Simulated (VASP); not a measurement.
# CdTe (F-43m) in VASP: notebook

CdTe is run at these levels: PBE, r2SCAN; tasks: single point.

Program: VASP 6.6.1. These are calculated values, not measurements. Logs are shortened: lines on timing, memory, paths and dates and some standing lists are left out, and cuts for length are marked.

## (1) The cell of the first run

It takes space group F-43m (No. 216, cubic). The conventional cell has a = 6.431 Å, b = 6.431 Å, c = 6.431 Å, α = 90.00°, β = 90.00°, γ = 90.00°. Within 3.7 Å of Cd (site symmetry -43m) lie 4 Te at 2.78 Å. Te (site symmetry -43m) has 4 Cd at 2.78 Å within 3.7 Å.

## (2) Single point, PBE

The input, INCAR:

```
SYSTEM = CdTe
PREC     = Accurate       ! precision mode
ENCUT    = 520            ! plane-wave cutoff, eV
EDIFF    = 1E-6           ! SCF threshold, eV
ISMEAR   = 0              ! smearing method
SIGMA    = 0.05           ! smearing width, eV
LREAL    = .False.        ! projectors in reciprocal space
LASPH    = .True.         ! aspherical terms in the spheres
NELM     = 60             ! most SCF steps
ALGO     = Normal         ! electronic algorithm
ISIF     = 2              ! what is computed and relaxed
LWAVE    = .False.        ! write WAVECAR
LCHARG   = .False.        ! write CHGCAR
GGA      = PE             ! functional
NBANDS   = 16             ! bands
```

The input, KPOINTS:

```
regular mesh
0
Gamma
  6 6 6
  0 0 0
```

The input, POSCAR:

```
CdTe
1.0
    0.0000000000      3.2156472731      3.2156472731
    3.2156472731      0.0000000000      3.2156472731
    3.2156472731      3.2156472731      0.0000000000
Cd Te
1 1
Direct
    0.0000000000      0.0000000000      0.0000000000
    0.2500000000      0.2500000000      0.2500000000
```

Potentials or basis: VASP PAW PBE potentials, release 64 (Cd, Te).

The run is started by

```bash
> cat potpaw_PBE.64/Cd/POTCAR potpaw_PBE.64/Te/POTCAR > POTCAR
> mpirun -np 1 vasp_std > vasp.out
```

OUTCAR:

```text
SYSTEM = CdTe
   PREC = Accurate
   ENCUT = 520
   EDIFF = 1E-6
   ISMEAR = 0
   LREAL = .False.
   LASPH = .True.
   NELM = 60
   ISIF = 2
   GGA = PE

 ion  position               nearest neighbor table
   1  0.000  0.000  0.000-   2 2.78   2 2.78   2 2.78   2 2.78
   2  0.250  0.250  0.250-   1 2.78   1 2.78   1 2.78   1 2.78

  LATTYP: Found a face centered cubic cell.
 ALAT       =     6.4312945462

  Lattice vectors:

 A1 = (   0.0000000000,   3.2156472731,   3.2156472731)
 A2 = (   3.2156472731,   0.0000000000,   3.2156472731)
 A3 = (   3.2156472731,   3.2156472731,   0.0000000000)

Analysis of symmetry for initial positions (statically):
=====================================================================
 Subroutine PRICEL returns:
 Original cell was already a primitive cell.

 Routine SETGRP: Setting up the symmetry group for a
 face centered cubic supercell.

 Subroutine GETGRP returns: Found 24 space group operations
 (whereof 24 operations were pure point group operations)
 out of a pool of 48 trial point group operations.

The static configuration has the point symmetry T_d .

Analysis of symmetry for dynamics (positions and initial velocities):
=====================================================================
 Subroutine PRICEL returns:
 Original cell was already a primitive cell.

 Routine SETGRP: Setting up the symmetry group for a
 face centered cubic supercell.

 Subroutine GETGRP returns: Found 24 space group operations
 (whereof 24 operations were pure point group operations)
 out of a pool of 48 trial point group operations.

The dynamic configuration has the point symmetry T_d .

 Subroutine INISYM returns: Found 24 space group operations
 (whereof 24 operations are pure point group operations),
 and found     1 'primitive' translations

----------------------------------------------------------------------------------------

                                     Primitive cell

  volume of cell :      66.5021

  direct lattice vectors                    reciprocal lattice vectors
     0.000000000  3.215647273  3.215647273    -0.155489691  0.155489691  0.155489691
     3.215647273  0.000000000  3.215647273     0.155489691 -0.155489691  0.155489691
     3.215647273  3.215647273  0.000000000     0.155489691  0.155489691 -0.155489691

  length of vectors
     4.547611985  4.547611985  4.547611985     0.269316044  0.269316044  0.269316044

  position of ions in fractional coordinates (direct lattice)
     0.000000000  0.000000000  0.000000000
     0.250000000  0.250000000  0.250000000

  ion indices of the primitive-cell ions
   primitive index   ion index
                 1           1
                 2           2

----------------------------------------------------------------------------------------

 KPOINTS: regular mesh

Automatic generation of k-mesh.
 Grid dimensions read from file:
 generate k-points for:    6    6    6

 Generating k-lattice:

  Cartesian coordinates                     Fractional coordinates (reciprocal lattice)
    -0.025914948  0.025914948  0.025914948     0.166666667  0.000000000  0.000000000
     0.025914948 -0.025914948  0.025914948     0.000000000  0.166666667  0.000000000
     0.025914948  0.025914948 -0.025914948     0.000000000  0.000000000  0.166666667

  Length of vectors
     0.044886007  0.044886007  0.044886007

  Shift w.r.t. Gamma in fractional coordinates (k-lattice)
     0.000000000  0.000000000  0.000000000

 Subroutine IBZKPT returns following result:
 ===========================================

 Found     16 irreducible k-points:

 Following reciprocal coordinates:
            Coordinates               Weight
  0.000000  0.000000  0.000000      1.000000
  0.166667  0.000000  0.000000      8.000000
  0.333333  0.000000  0.000000      8.000000
  0.500000  0.000000  0.000000      4.000000
  0.166667  0.166667  0.000000      6.000000
  0.333333  0.166667  0.000000     24.000000
[... 8 lines left out ...]
 -0.333333  0.333333  0.166667     24.000000
 -0.333333  0.500000  0.166667     12.000000
   k-points           NKPTS =     16   k-points in BZ     NKDIM =     16   number of bands    NBANDS=     16
   number of dos      NEDOS =    301   number of ions     NIONS =      2
   total plane-waves  NPLWV =  46656
   dimension x,y,z NGX =    36 NGY =   36 NGZ =   36
   dimension x,y,z NGXF=    72 NGYF=   72 NGZF=   72
   ions per type =               1   1
   NGX,Y,Z   is equivalent  to a cutoff of  13.16, 13.16, 13.16 a.u.
   NGXF,Y,Z  is equivalent  to a cutoff of  26.32, 26.32, 26.32 a.u.
 SYSTEM =  CdTe
   PREC   = accura    normal or accurate (medium, high low for compatibility)
   ISTART =      0    job   : 0-new  1-cont  2-samecut
   ICHARG =      2    charge: 1-file 2-atom 10-const
   ISPIN  =      1    spin polarized calculation?
   LNONCOLLINEAR =      F non collinear calculations
   LSORBIT =      F    spin-orbit coupling
   LASPH  =      T    aspherical Exc in radial PAW
   ENCUT  =  520.0 eV  38.22 Ry    6.18 a.u.   8.46  8.46  8.46*2*pi/ulx,y,z
   NELM   =     60;   NELMIN=  2; NELMDL= -5     # of ELM steps
   EDIFF  = 0.1E-05   stopping-criterion for ELM
   LREAL  =      F    real-space projection
   EDIFFG = 0.1E-04   stopping-criterion for IOM
   NSW    =      0    number of steps for IOM
   IBRION =     -1    ionic relax: 0-MD 1-quasi-New 2-CG
   NFREE  =      0    steps in history (QN), initial steepest desc. (CG)
   ISIF   =      2    stress and relaxation
   ISYM   =      2    0-nonsym 1-usesym 2-fastsym
   POTIM  = 0.5000    time-step for ionic-motion
   TEBEG  =    0.0;   TEEND  =   0.0 temperature during run
   PSTRESS=    0.0 pullay stress
   NELECT =      18.0000    total number of electrons
   NUPDOWN=      -1.0000    fix difference up-down
   EMIN   =  10.00;   EMAX   =-10.00  energy-range for DOS
   EFERMI =   0.00;   METHOD = LEGACY
   ISMEAR =     0;   SIGMA  =   0.05  broadening in eV -4-tet -1-fermi 0-gaus
   EFERMI_NEDOS =   21; number of points for ismear=-14 and -15
   IALGO  =     38    algorithm
   IMIX   =      4    mixing-type and parameters
     AMIX     =   0.40;   BMIX     =  1.00
     AMIX_MAG =   1.60;   BMIX_MAG =  1.00
  volume/ion in A,a.u.               =      33.25       224.39
  Fermi-wavevector in a.u.,A,eV,Ry     =   1.058979  2.001180 15.258064  1.121436
  Thomas-Fermi vector in A             =   2.194308
   LORBIT       =      0    0 simple, 1 ext, 2 COOP (PROOUT), +10 PAW based schemes
   GGA     = PE    functional components
   LHFCALC =     F    Hartree Fock is set to
   AEXX    =    0.0000 exact exchange contribution
   IVDW    =     0    specifies the selected vdW correction
   LEPSILON=     F    determine dielectric tensor
   LRPA    =     F    only Hartree local field effects (RPA)
 non-spin polarized calculation
 Gauss-broadening in eV      SIGMA  =   0.05
  energy-cutoff  :      520.00
  volume of cell :       66.50
 maximum number of plane-waves:      1820
 NGX is ok and might be reduce to    36
   NGX = 17   NGY = 17   NGZ = 17

 number of electron      17.9999994 magnetization

 Free energy of the ion-electron system (eV)
  ---------------------------------------------------
  ext. energy  EPLUGINS =         0.00000000
  ---------------------------------------------------
  free energy    TOTEN  =        -4.73810877 eV

  energy without entropy =       -4.73810877  energy(sigma->0) =       -4.73810877

 E-fermi :   2.8036     XC(G=0):  -8.6862

 val. band max:        2.5632185576   @ k =   0.0000   0.0000   0.0000
 cond. band min:       3.4044057432   @ k =   0.0000   0.0000   0.0000
 fundamental gap:      0.8411871856
 Fermi energy:         2.8035865823

 k-point     1 :       0.0000    0.0000    0.0000
  band No.  band energies     occupation
      1      -8.7448      2.00000
      2      -5.8088      2.00000
      3      -5.8088      2.00000
      4      -5.8088      2.00000
      5      -5.5310      2.00000
      6      -5.5310      2.00000
[... 8 lines left out ...]
     15      11.9596      0.00000
     16      11.9596      0.00000

 k-point     2 :       0.1667    0.0000    0.0000
  band No.  band energies     occupation
      1      -8.6397      2.00000
      2      -5.7889      2.00000
      3      -5.7889      2.00000
      4      -5.7232      2.00000
      5      -5.5323      2.00000
      6      -5.5323      2.00000
[... 8 lines left out ...]
     15      11.0500      0.00000
     16      11.0500      0.00000

 k-point     3 :       0.3333    0.0000    0.0000
  band No.  band energies     occupation
      1      -8.4295      2.00000
      2      -5.7547      2.00000
      3      -5.7546      2.00000
      4      -5.5281      2.00000
      5      -5.5281      2.00000
      6      -5.4293      2.00000
[... 8 lines left out ...]
     15      11.4737      0.00000
     16      11.4737      0.00000

 k-point     4 :       0.5000    0.0000    0.0000
  band No.  band energies     occupation
      1      -8.3267      2.00000
      2      -5.7414      2.00000
      3      -5.7414      2.00000
      4      -5.5214      2.00000
      5      -5.5214      2.00000
      6      -5.1591      2.00000
[... 8 lines left out ...]
     15      12.9281      0.00000
     16      12.9281      0.00000
[... 172 lines left out ...]
 k-point    14 :       0.5000    0.3333    0.1667
  band No.  band energies     occupation
      1      -8.2969      2.00000
      2      -5.7066      2.00000
      3      -5.6991      2.00000
      4      -5.5763      2.00000
      5      -5.5177      2.00000
      6      -5.2002      2.00000
[... 8 lines left out ...]
     15      12.9273      0.00000
     16      14.0846      0.00000

 k-point    15 :      -0.3333    0.3333    0.1667
  band No.  band energies     occupation
      1      -8.2326      2.00000
      2      -5.6987      2.00000
      3      -5.6833      2.00000
      4      -5.5574      2.00000
      5      -5.5282      2.00000
      6      -4.9959      2.00000
[... 8 lines left out ...]
     15      13.1364      0.00000
     16      13.8550      0.00000

 k-point    16 :      -0.3333    0.5000    0.1667
  band No.  band energies     occupation
      1      -8.2012      2.00000
      2      -5.6699      2.00000
      3      -5.6668      2.00000
      4      -5.5823      2.00000
      5      -5.5177      2.00000
      6      -4.9437      2.00000
[... 8 lines left out ...]
     15      13.7232      0.00000
     16      14.0253      0.00000

------------------------ aborting loop because EDIFF is reached ----------------------------------------

  FORCE on cell =-STRESS in cart. coord.  units (eV):
  Direction    XX          YY          ZZ          XY          YZ          ZX
  --------------------------------------------------------------------------------------
  -------------------------------------------------------------------------------------
  Total        1.6104934      1.6104934      1.6104934      0.0000000      0.0000000     -0.0000000
  in kB       38.8002328     38.8002328     38.8002328      0.0000000      0.0000000     -0.0000000
  external PRESSURE =      38.8002328 kB  Pullay stress =       0.0000000 kB

 VOLUME and BASIS-vectors are now :
 -----------------------------------------------------------------------------
  energy-cutoff  :      520.00
  volume of cell :       66.50
      direct lattice vectors                 reciprocal lattice vectors
     0.000000000  3.215647273  3.215647273    -0.155489691  0.155489691  0.155489691
     3.215647273  0.000000000  3.215647273     0.155489691 -0.155489691  0.155489691
     3.215647273  3.215647273  0.000000000     0.155489691  0.155489691 -0.155489691

 POSITION                                       TOTAL-FORCE (eV/Angst)
 -----------------------------------------------------------------------------------
      0.00000      0.00000      0.00000        -0.000000     -0.000000     -0.000000
      1.60782      1.60782      1.60782         0.000000      0.000000      0.000000
 -----------------------------------------------------------------------------------
    total drift:                               -0.000000     -0.000000     -0.000000

  FREE ENERGIE OF THE ION-ELECTRON SYSTEM (eV)
  ---------------------------------------------------
  free  energy   TOTEN  =        -4.7381087694 eV

  energy  without entropy=       -4.7381087694  energy(sigma->0) =       -4.73810877
```

Run time: 30 s. Hardware: 1 thread of AMD EPYC 7R43 (Zen 3), shared host; peak memory 0.18 GiB.

Results:

```yaml
Free_energy: -4.7381 eV
Pressure: 3.9 GPa
Band_gap_on_the_k_mesh: 0.84 eV, direct
```

Caveat: spin-orbit coupling is left out, which moves the levels of the heavy elements.

[end of part 1 of 2]
